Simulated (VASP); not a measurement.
# K3ScSi (Pm-3m) in VASP: single point with PBE

Aim: the single point of K3ScSi with PBE.

All numbers are computed with VASP 6.6.1; they aren't measurements. Logs are shortened: lines on timing, memory, paths and dates and some standing lists are left out, and cuts for length are marked.

## Step 1: The cell of the first run

It takes space group Pm-3m (No. 221, cubic). The conventional cell has a = 6.479 Å, b = 6.479 Å, c = 6.479 Å, α = 90.00°, β = 90.00°, γ = 90.00°. K (site symmetry 4/mmm) has 2 Si at 3.24 Å within 4.3 Å. Si (site symmetry m-3m) has 6 K at 3.24 Å within 4.3 Å.

The cell was built from a structure type or drawn by symmetry, and may not be a known phase.

## Step 2: Single point, PBE, collinear spin

Contents of INCAR:

```
SYSTEM = K3ScSi
PREC     = Accurate       ! precision mode
ENCUT    = 520            ! plane-wave cutoff, eV
EDIFF    = 1E-7           ! SCF threshold, eV
ISMEAR   = 0              ! smearing method
SIGMA    = 0.1            ! smearing width, eV
LREAL    = .FALSE.        ! projectors in reciprocal space
LASPH    = .TRUE.         ! aspherical terms in the spheres
NELM     = 150            ! most SCF steps
ALGO     = Normal         ! electronic algorithm
ISIF     = 2              ! what is computed and relaxed
LWAVE    = .FALSE.        ! write WAVECAR
LCHARG   = .TRUE.         ! write CHGCAR
ISPIN    = 2              ! spin polarisation
MAGMOM   = 0 0 0 1.21 0   ! initial moments
LORBIT   = 11             ! projections on sites
LMAXMIX  = 4              ! l up to which the mixer works
GGA      = PE             ! functional
LELF     = .TRUE.         ! ELF
LVHAR    = .TRUE.       
NBANDS   = 33             ! bands
```

Contents of KPOINTS:

```
Automatic mesh
0
G
  6 6 6
  0 0 0
```

Contents of POSCAR:

```
K3ScSi
1.0
    6.4792740589      0.0000000000      0.0000000000
    0.0000000000      6.4792740589      0.0000000000
    0.0000000000      0.0000000000      6.4792740589
K Sc Si
3 1 1
Direct
    0.0000000000      0.5000000000      0.5000000000
    0.5000000000      0.0000000000      0.5000000000
    0.5000000000      0.5000000000      0.0000000000
    0.0000000000      0.0000000000      0.0000000000
    0.5000000000      0.5000000000      0.5000000000
```

Potentials or basis: VASP PAW PBE potentials, release 64 (K_sv, Sc_sv, Si).

Run with:

```console
$ cat potpaw_PBE.64/K_sv/POTCAR potpaw_PBE.64/Sc_sv/POTCAR potpaw_PBE.64/Si/POTCAR > POTCAR
$ mpirun -np 1 vasp_std > vasp.out
```

OUTCAR:

```text
SYSTEM = K3ScSi
   PREC = Accurate
   ENCUT = 520
   EDIFF = 1E-7
   ISMEAR = 0
   LREAL = .FALSE.
   LASPH = .TRUE.
   NELM = 150
   ISIF = 2
   ISPIN = 2
   LORBIT = 11
   GGA = PE

 ion  position               nearest neighbor table
   1  0.000  0.500  0.500-   5 3.24   5 3.24
   2  0.500  0.000  0.500-   5 3.24   5 3.24
   3  0.500  0.500  0.000-   5 3.24   5 3.24
   4  0.000  0.000  0.000-
   5  0.500  0.500  0.500-   1 3.24   2 3.24   3 3.24   3 3.24   2 3.24   1 3.24

  LATTYP: Found a simple cubic cell.
 ALAT       =     6.4792740589

  Lattice vectors:

 A1 = (   6.4792740589,   0.0000000000,   0.0000000000)
 A2 = (   0.0000000000,   6.4792740589,   0.0000000000)
 A3 = (   0.0000000000,   0.0000000000,   6.4792740589)

Analysis of symmetry for initial positions (statically):
=====================================================================
 Subroutine PRICEL returns:
 Original cell was already a primitive cell.

 Routine SETGRP: Setting up the symmetry group for a
 simple cubic supercell.

 Subroutine GETGRP returns: Found 48 space group operations
 (whereof 48 operations were pure point group operations)
 out of a pool of 48 trial point group operations.

The static configuration has the point symmetry O_h .

Analysis of symmetry for dynamics (positions and initial velocities):
=====================================================================
 Subroutine PRICEL returns:
 Original cell was already a primitive cell.

 Routine SETGRP: Setting up the symmetry group for a
 simple cubic supercell.

 Subroutine GETGRP returns: Found 48 space group operations
 (whereof 48 operations were pure point group operations)
 out of a pool of 48 trial point group operations.

The dynamic configuration has the point symmetry O_h .

Analysis of structural, dynamic, and magnetic symmetry:
=====================================================================
 Subroutine PRICEL returns:
 Original cell was already a primitive cell.

 Routine SETGRP: Setting up the symmetry group for a
 simple cubic supercell.

 Subroutine GETGRP returns: Found 48 space group operations
 (whereof 48 operations were pure point group operations)
 out of a pool of 48 trial point group operations.

The overall configuration has the point symmetry O_h .

 Subroutine INISYM returns: Found 48 space group operations
 (whereof 48 operations are pure point group operations),
 and found     1 'primitive' translations

----------------------------------------------------------------------------------------

                                     Primitive cell

  volume of cell :     272.0064

  direct lattice vectors                    reciprocal lattice vectors
     6.479274059  0.000000000  0.000000000     0.154338278  0.000000000  0.000000000
     0.000000000  6.479274059  0.000000000     0.000000000  0.154338278  0.000000000
     0.000000000  0.000000000  6.479274059     0.000000000  0.000000000  0.154338278

  length of vectors
     6.479274059  6.479274059  6.479274059     0.154338278  0.154338278  0.154338278

  position of ions in fractional coordinates (direct lattice)
     0.000000000  0.500000000  0.500000000
     0.500000000  0.000000000  0.500000000
     0.500000000  0.500000000  0.000000000
     0.000000000  0.000000000  0.000000000
     0.500000000  0.500000000  0.500000000

  ion indices of the primitive-cell ions
   primitive index   ion index
                 1           1
                 2           2
                 3           3
                 4           4
                 5           5

----------------------------------------------------------------------------------------

 KPOINTS: Automatic mesh

Automatic generation of k-mesh.
 Grid dimensions read from file:
 generate k-points for:    6    6    6

 Generating k-lattice:

  Cartesian coordinates                     Fractional coordinates (reciprocal lattice)
     0.025723046  0.000000000  0.000000000     0.166666667  0.000000000  0.000000000
     0.000000000  0.025723046  0.000000000     0.000000000  0.166666667  0.000000000
     0.000000000  0.000000000  0.025723046     0.000000000  0.000000000  0.166666667

  Length of vectors
     0.025723046  0.025723046  0.025723046

  Shift w.r.t. Gamma in fractional coordinates (k-lattice)
     0.000000000  0.000000000  0.000000000

 Subroutine IBZKPT returns following result:
 ===========================================

 Found     20 irreducible k-points:

 Following reciprocal coordinates:
            Coordinates               Weight
  0.000000  0.000000  0.000000      1.000000
  0.166667  0.000000  0.000000      6.000000
  0.333333  0.000000  0.000000      6.000000
  0.500000  0.000000  0.000000      3.000000
  0.166667  0.166667  0.000000     12.000000
  0.333333  0.166667  0.000000     24.000000
[... 12 lines left out ...]
  0.500000  0.500000  0.333333      6.000000
  0.500000  0.500000  0.500000      1.000000
   k-points           NKPTS =     20   k-points in BZ     NKDIM =     20   number of bands    NBANDS=     33
   number of dos      NEDOS =    301   number of ions     NIONS =      5
   total plane-waves  NPLWV = 110592
   dimension x,y,z NGX =    48 NGY =   48 NGZ =   48
   dimension x,y,z NGXF=    96 NGYF=   96 NGZF=   96
   ions per type =               3   1   1
   NGX,Y,Z   is equivalent  to a cutoff of  12.32, 12.32, 12.32 a.u.
   NGXF,Y,Z  is equivalent  to a cutoff of  24.63, 24.63, 24.63 a.u.
 SYSTEM =  K3ScSi
   PREC   = accura    normal or accurate (medium, high low for compatibility)
   ISTART =      0    job   : 0-new  1-cont  2-samecut
   ICHARG =      2    charge: 1-file 2-atom 10-const
   ISPIN  =      2    spin polarized calculation?
   LNONCOLLINEAR =      F non collinear calculations
   LSORBIT =      F    spin-orbit coupling
   LASPH  =      T    aspherical Exc in radial PAW
   ENCUT  =  520.0 eV  38.22 Ry    6.18 a.u.  12.05 12.05 12.05*2*pi/ulx,y,z
   NELM   =    150;   NELMIN=  2; NELMDL= -5     # of ELM steps
   EDIFF  = 0.1E-06   stopping-criterion for ELM
   LREAL  =      F    real-space projection
   EDIFFG = 0.1E-05   stopping-criterion for IOM
   NSW    =      0    number of steps for IOM
   IBRION =     -1    ionic relax: 0-MD 1-quasi-New 2-CG
   NFREE  =      0    steps in history (QN), initial steepest desc. (CG)
   ISIF   =      2    stress and relaxation
   ISYM   =      2    0-nonsym 1-usesym 2-fastsym
   POTIM  = 0.5000    time-step for ionic-motion
   TEBEG  =    0.0;   TEEND  =   0.0 temperature during run
   PSTRESS=    0.0 pullay stress
   NELECT =      42.0000    total number of electrons
   NUPDOWN=      -1.0000    fix difference up-down
   EMIN   =  10.00;   EMAX   =-10.00  energy-range for DOS
   EFERMI =   0.00;   METHOD = LEGACY
   ISMEAR =     0;   SIGMA  =   0.10  broadening in eV -4-tet -1-fermi 0-gaus
   EFERMI_NEDOS =   21; number of points for ismear=-14 and -15
   IALGO  =     38    algorithm
   IMIX   =      4    mixing-type and parameters
     AMIX     =   0.40;   BMIX     =  1.00
     AMIX_MAG =   1.60;   BMIX_MAG =  1.00
  volume/ion in A,a.u.               =      54.40       367.12
  Fermi-wavevector in a.u.,A,eV,Ry     =   0.878277  1.659703 10.495136  0.771371
  Thomas-Fermi vector in A             =   1.998341
   LORBIT       =     11    0 simple, 1 ext, 2 COOP (PROOUT), +10 PAW based schemes
   GGA     = PE    functional components
   LHFCALC =     F    Hartree Fock is set to
   AEXX    =    0.0000 exact exchange contribution
   IVDW    =     0    specifies the selected vdW correction
   LEPSILON=     F    determine dielectric tensor
   LRPA    =     F    only Hartree local field effects (RPA)
 spin polarized calculation
 Gauss-broadening in eV      SIGMA  =   0.10
  energy-cutoff  :      520.00
  volume of cell :      272.01
 maximum number of plane-waves:      7400
   NGX = 25   NGY = 25   NGZ = 25

 number of electron      42.0000011 magnetization      -0.0007535

 number of electron      42.0000011 magnetization       0.0002855

 Free energy of the ion-electron system (eV)
  ---------------------------------------------------
  ext. energy  EPLUGINS =         0.00000000
  ---------------------------------------------------
  free energy    TOTEN  =       -10.34539490 eV

  energy without entropy =      -10.27377710  energy(sigma->0) =      -10.30958600

 E-fermi :   0.0180     XC(G=0):  -6.3928

 val. band max:        0.0105694504   @ k =   0.1667   0.0000   0.0000
 cond. band min:       0.0212165245   @ k =   0.5000   0.0000   0.0000
 fundamental gap:      0.0106470740
 Fermi energy:         0.0180022138

 spin component 1

 k-point     1 :       0.0000    0.0000    0.0000
  band No.  band energies     occupation
      1     -51.4589      1.00000
      2     -30.7687      1.00000
      3     -30.7625      1.00000
      4     -30.7625      1.00000
      5     -30.0595      1.00000
      6     -30.0595      1.00000
[... 25 lines left out ...]
     32       3.4090      0.00000
     33       3.4090      0.00000

 k-point     2 :       0.1667    0.0000    0.0000
  band No.  band energies     occupation
      1     -51.4590      1.00000
      2     -30.7683      1.00000
      3     -30.7629      1.00000
      4     -30.7625      1.00000
      5     -30.0595      1.00000
      6     -30.0595      1.00000
[... 25 lines left out ...]
     32       3.4359      0.00000
     33       3.7307      0.00000
[... 610 lines left out ...]
     32       3.6859      0.00000
     33       4.8866      0.00000

 k-point    20 :       0.5000    0.5000    0.5000
  band No.  band energies     occupation
      1     -51.4590      1.00000
      2     -30.7645      1.00000
      3     -30.7645      1.00000
      4     -30.7645      1.00000
      5     -30.0595      1.00000
      6     -30.0595      1.00000
[... 25 lines left out ...]
     32       3.6980      0.00000
     33       5.1269      0.00000
 Fermi energy:         0.0180022138

 spin component 2

 k-point     1 :       0.0000    0.0000    0.0000
  band No.  band energies     occupation
      1     -51.4588      1.00000
      2     -30.7686      1.00000
      3     -30.7625      1.00000
      4     -30.7625      1.00000
      5     -30.0593      1.00000
      6     -30.0593      1.00000
[... 25 lines left out ...]
     32       3.4090      0.00000
     33       3.4090      0.00000

 k-point     2 :       0.1667    0.0000    0.0000
  band No.  band energies     occupation
      1     -51.4588      1.00000
      2     -30.7683      1.00000
      3     -30.7629      1.00000
      4     -30.7625      1.00000
      5     -30.0593      1.00000
      6     -30.0593      1.00000
[... 25 lines left out ...]
     32       3.4360      0.00000
     33       3.7307      0.00000
[... 610 lines left out ...]
     32       3.6860      0.00000
     33       4.8866      0.00000

 k-point    20 :       0.5000    0.5000    0.5000
  band No.  band energies     occupation
      1     -51.4588      1.00000
      2     -30.7645      1.00000
      3     -30.7645      1.00000
      4     -30.7645      1.00000
      5     -30.0594      1.00000
      6     -30.0594      1.00000
[... 25 lines left out ...]
     32       3.6980      0.00000
     33       5.1269      0.00000

------------------------ aborting loop because EDIFF is reached ----------------------------------------

  FORCE on cell =-STRESS in cart. coord.  units (eV):
  Direction    XX          YY          ZZ          XY          YZ          ZX
  --------------------------------------------------------------------------------------
  -------------------------------------------------------------------------------------
  Total       -0.3700882     -0.3700882     -0.3700882      0.0000000      0.0000000     -0.0000000
  in kB       -2.1799012     -2.1799012     -2.1799012      0.0000000      0.0000000     -0.0000000
  external PRESSURE =      -2.1799012 kB  Pullay stress =       0.0000000 kB

 VOLUME and BASIS-vectors are now :
 -----------------------------------------------------------------------------
  energy-cutoff  :      520.00
  volume of cell :      272.01
      direct lattice vectors                 reciprocal lattice vectors
     6.479274059  0.000000000  0.000000000     0.154338278  0.000000000  0.000000000
     0.000000000  6.479274059  0.000000000     0.000000000  0.154338278  0.000000000
     0.000000000  0.000000000  6.479274059     0.000000000  0.000000000  0.154338278

 POSITION                                       TOTAL-FORCE (eV/Angst)
 -----------------------------------------------------------------------------------
      0.00000      3.23964      3.23964         0.000000      0.000000      0.000000
      3.23964      0.00000      3.23964         0.000000      0.000000      0.000000
      3.23964      3.23964      0.00000         0.000000      0.000000      0.000000
      0.00000      0.00000      0.00000         0.000000      0.000000      0.000000
      3.23964      3.23964      3.23964         0.000000      0.000000      0.000000
 -----------------------------------------------------------------------------------
    total drift:                                0.000000      0.000000     -0.000000

  FREE ENERGIE OF THE ION-ELECTRON SYSTEM (eV)
  ---------------------------------------------------
  free  energy   TOTEN  =       -10.3453948984 eV

  energy  without entropy=      -10.2737771035  energy(sigma->0) =      -10.30958600

 total charge

# of ion       s       p       d       tot
------------------------------------------
    1        1.975   5.565   0.024   7.564
    2        1.975   5.565   0.024   7.564
    3        1.975   5.565   0.024   7.564
    4        2.342   5.957   0.865   9.164
    5        0.860   0.723   0.000   1.583
--------------------------------------------------
tot          9.129  23.375   0.935  33.439

 magnetization (x)

# of ion       s       p       d       tot
------------------------------------------
    1       -0.000   0.000  -0.000  -0.000
    2       -0.000   0.000  -0.000  -0.000
    3       -0.000   0.000  -0.000  -0.000
    4        0.000   0.000   0.000   0.000
    5        0.000  -0.000   0.000  -0.000
--------------------------------------------------
tot          0.000  -0.000   0.000   0.000
```

Run time: 30 min. Hardware: 1 thread of Intel Xeon 8259CL, shared host; peak memory 0.59 GiB.

Results:

```yaml
Free_energy: -10.3454 eV
Pressure: -0.2 GPa
Band_gap_on_the_k_mesh: zero (filled and empty bands overlap)
Net_moment: 0.00 μB per cell
Valence_electrons_inside_the_program's_atomic_spheres: K 7.56; Sc 9.16; Si 1.58
```
